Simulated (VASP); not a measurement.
# Sn4H (I4/mmm) in VASP: notebook, part 2 of 2

VASP 6.6.1. The steps go on from the part before.

### Step 4. Relaxation of cell and atoms, PBE

This run uses another cell than the first one, of 24.49 Å³/atom.

File INCAR:

```
SYSTEM = Sn4H
PREC     = Accurate       ! precision mode
ENCUT    = 600            ! plane-wave cutoff, eV
EDIFF    = 1E-7           ! SCF threshold, eV
ISMEAR   = 0              ! smearing method
SIGMA    = 0.2            ! smearing width, eV
LREAL    = .FALSE.        ! projectors in reciprocal space
LASPH    = .TRUE.         ! aspherical terms in the spheres
NELM     = 100            ! most SCF steps
ALGO     = Normal         ! electronic algorithm
ISIF     = 3              ! what is computed and relaxed
LWAVE    = .FALSE.        ! write WAVECAR
LCHARG   = .FALSE.        ! write CHGCAR
GGA      = PE             ! functional
IBRION   = 2              ! ionic algorithm
NSW      = 36             ! ionic steps
EDIFFG   = -0.08          ! ionic threshold
```

File KPOINTS:

```
regular mesh
0
G
  5 5 5
  0 0 0
```

File POSCAR:

```
Sn4H
1.0
   -2.5203395000      2.5203395000      4.8192247000
    2.5203395000     -2.5203395000      4.8192247000
    2.5203395000      2.5203395000     -4.8192247000
Sn H
4 1
Direct
    0.7500000000      0.2500000000      0.5000000000
    0.2500000000      0.7500000000      0.5000000000
    0.5000000000      0.0000000000      0.5000000000
    0.0000000000      0.5000000000      0.5000000000
    0.0000000000      0.0000000000      0.0000000000
```

Potentials or basis: VASP PAW PBE potentials, release 64 (Sn_d, H).

Command:

```
cat potpaw_PBE.64/Sn_d/POTCAR potpaw_PBE.64/H/POTCAR > POTCAR
mpirun -np 1 vasp_std > vasp.out
```

OUTCAR:

```text
SYSTEM = Sn4H
   PREC = Accurate
   ENCUT = 600
   EDIFF = 1E-7
   ISMEAR = 0
   LREAL = .FALSE.
   LASPH = .TRUE.
   NELM = 100
   ISIF = 3
   GGA = PE
   IBRION = 2
   NSW = 36
   EDIFFG = -0.08

 ion  position               nearest neighbor table
   1  0.750  0.250  0.500-   3 2.41   4 2.41   2 3.56   2 3.56   2 3.56   2 3.56
   2  0.250  0.750  0.500-   3 2.41   4 2.41   1 3.56   1 3.56   1 3.56   1 3.56
   3  0.500  0.000  0.500-   1 2.41   2 2.41   4 3.56   4 3.56   4 3.56   4 3.56
   4  0.000  0.500  0.500-   1 2.41   2 2.41   3 3.56   3 3.56   3 3.56   3 3.56
   5  0.000  0.000  0.000-

  LATTYP: Found a body centered tetragonal cell.
 ALAT       =     5.0406790000
 C/A-ratio  =     1.9121331471

  Lattice vectors:

 A1 = (  -2.5203395000,   2.5203395000,   4.8192247000)
 A2 = (   2.5203395000,  -2.5203395000,   4.8192247000)
 A3 = (   2.5203395000,   2.5203395000,  -4.8192247000)

[... 335 lines left out ...]
 cond. band min:       4.8872951188   @ k =   0.2000   0.2000   0.2000
 fundamental gap:      0.1485207001
 Fermi energy:         4.8210539360

 k-point     1 :       0.0000    0.0000    0.0000
  band No.  band energies     occupation
      1     -16.7881      2.00000
      2     -16.7584      2.00000
      3     -16.7084      2.00000
      4     -16.6517      2.00000
      5     -16.6517      2.00000
      6     -16.6385      2.00000
[... 771 lines left out ...]
--------------------------------------- Ionic step        8  -------------------------------------------

 number of electron      56.9999996 magnetization

 Free energy of the ion-electron system (eV)
  ---------------------------------------------------
  ext. energy  EPLUGINS =         0.00000000
  ---------------------------------------------------
  free energy    TOTEN  =       -17.64237949 eV

  energy without entropy =      -17.58988210  energy(sigma->0) =      -17.61613080

 E-fermi :   6.7121     XC(G=0):  -9.8249

 val. band max:        6.6521275051   @ k =  -0.2000   0.2000   0.0000
 cond. band min:       6.7158300696   @ k =   0.2000   0.2000   0.2000
 fundamental gap:      0.0637025645
 Fermi energy:         6.7121477463

 k-point     1 :       0.0000    0.0000    0.0000
  band No.  band energies     occupation
      1     -14.9780      2.00000
      2     -14.9326      2.00000
      3     -14.8754      2.00000
      4     -14.8081      2.00000
      5     -14.7662      2.00000
      6     -14.7661      2.00000
[... 687 lines left out ...]
  FREE ENERGIE OF THE ION-ELECTRON SYSTEM (eV)
  ---------------------------------------------------
  free  energy   TOTEN  =       -17.6423794907 eV

  energy  without entropy=      -17.5898821040  energy(sigma->0) =      -17.61613080

 reached required accuracy - stopping structural energy minimisation
```

CONTCAR:

```text
Sn4H
   1.00000000000000
    -2.2305090524375526    2.2305090524375526    6.1630614845611262
     2.2305090524375526   -2.2305090524375526    6.1630614845611262
     2.2305090524375526    2.2305090524375526   -6.1630614845611262
  Sn              H
     4     1
Direct
     0.7500000000000000    0.2500000000000000    0.5000000000000000
     0.2500000000000000    0.7500000000000000    0.5000000000000000
     0.5000000000000000    1.0000000000000000    0.5000000000000000
     1.0000000000000000    0.5000000000000000    0.5000000000000000
     1.0000000000000000    1.0000000000000000    1.0000000000000000

  0.00000000E+00  0.00000000E+00  0.00000000E+00
  0.00000000E+00  0.00000000E+00  0.00000000E+00
  0.00000000E+00  0.00000000E+00  0.00000000E+00
  0.00000000E+00  0.00000000E+00  0.00000000E+00
  0.00000000E+00  0.00000000E+00  0.00000000E+00
```

It took 7.2 min on 1 thread of Intel Xeon 6975P-C (Granite Rapids), shared host; peak memory 0.37 GiB.

Results:

```yaml
Free_energy: -17.6424 eV
Relaxed_volume: 24.53 Å³/atom
Relaxed_cell: a = 6.923 Å, b = 6.923 Å, c = 6.923 Å, α = 142.41°, β = 142.41°, γ = 54.21°
Space_group_after_relaxing_to_0.1_Å: I4/mmm (No. 139)
Energy_gained_by_relaxing: 1034.7 meV/atom
Ionic_steps: 8
Pressure_after_relaxing: 0.0 GPa
Band_gap_on_the_k_mesh: zero (an odd number of electrons rules out a gap without spin polarisation)
```

Stress tensor (GPa, compression positive):
```
 0.15  0.00  0.00
 0.00  0.15  0.00
 0.00  0.00 -0.16
```

Step by step:
| step | energy change (eV) | largest force (eV/Å) | pressure (GPa) | volume (Å³) |
| --- | --- | --- | --- | --- |
| 1 | 0.0000 | 0.0000 | 17.65 | 122.45 |
| 2 | -3.9213 | 0.0000 | -6.61 | 165.79 |
| 3 | -4.4532 | 0.0000 | -4.40 | 146.53 |
| 4 | -4.4653 | 0.0000 | -5.14 | 149.32 |
| 5 | -4.4655 | 0.0000 | -4.87 | 148.23 |
| 6 | -5.0360 | 0.0000 | -2.86 | 132.66 |
| 7 | -5.1700 | 0.0000 | -0.62 | 124.48 |
| 8 | -5.1737 | 0.0000 | 0.05 | 122.65 |

Final structure:
```yaml
crystal:
  lattice:
    - [-2.23051, 2.23051, 6.16306]
    - [2.23051, -2.23051, 6.16306]
    - [2.23051, 2.23051, -6.16306]
  atoms:
    - { symbol: Sn, position: [0.75000, 0.25000, 0.50000] }
    - { symbol: Sn, position: [0.25000, 0.75000, 0.50000] }
    - { symbol: Sn, position: [0.50000, 0.00000, 0.50000] }
    - { symbol: Sn, position: [0.00000, 0.50000, 0.50000] }
    - { symbol: H, position: [0.00000, 0.00000, 0.00000] }
```

Levels at points of the mesh, in eV from the Fermi level:
```
           k point  band 25  band 26  band 27  band 28  band 29  band 30  band 31  band 32  band 33  band 34
(0.00, 0.00, 0.00)    -3.90    -1.60    -1.60    -1.17    -1.17    -1.10     3.65     4.58     4.58     4.77
```

Caveat: a cell axis changed by over 15 % at a fixed basis, so the end point is rough; spin-orbit coupling is left out, which moves the levels of the heavy elements.

### Step 5. Overview

| task | cell | k mesh | cutoff (eV) | smearing | gap on the mesh (eV) | pressure (GPa) | relaxed volume (Å³/atom) |
| --- | --- | --- | --- | --- | --- | --- | --- |
| relaxation of cell and atoms | relaxed from a = 5.641 Å, angles 118.6, 118.6, 92.5°, 5 atoms, atomic positions A | 4 × 4 × 4 | 600 | gaussian 0.2 eV | none | 0.1 | 25.77 |
| single point | a = 5.515 Å, angles 112.4, 112.4, 103.8°, 5 atoms, atomic positions B | 8 × 8 × 8 | 520 | gaussian 0.1 eV | none | 0.0 | - |
| relaxation of cell and atoms | relaxed from a = 5.994 Å, angles 130.3, 130.3, 73.0°, 5 atoms, atomic positions C | 5 × 5 × 5 | 600 | gaussian 0.2 eV | none | 0.0 | 24.53 |

Alike in all rows: level PBE; potentials or basis VASP PAW PBE potentials, release 64 (Sn_d, H); no spin polarisation.

Caveats: spin-orbit coupling is left out, which moves the levels of the heavy elements; the relaxation stopped at a loose force limit of 0.08 eV/Å, so its end isn't a converged minimum (at least some runs); a cell axis changed by over 15 % at a fixed basis, so the end point is rough (at least some runs).

Total energies depend on the potentials used, so only differences within one code and one set of settings carry meaning.
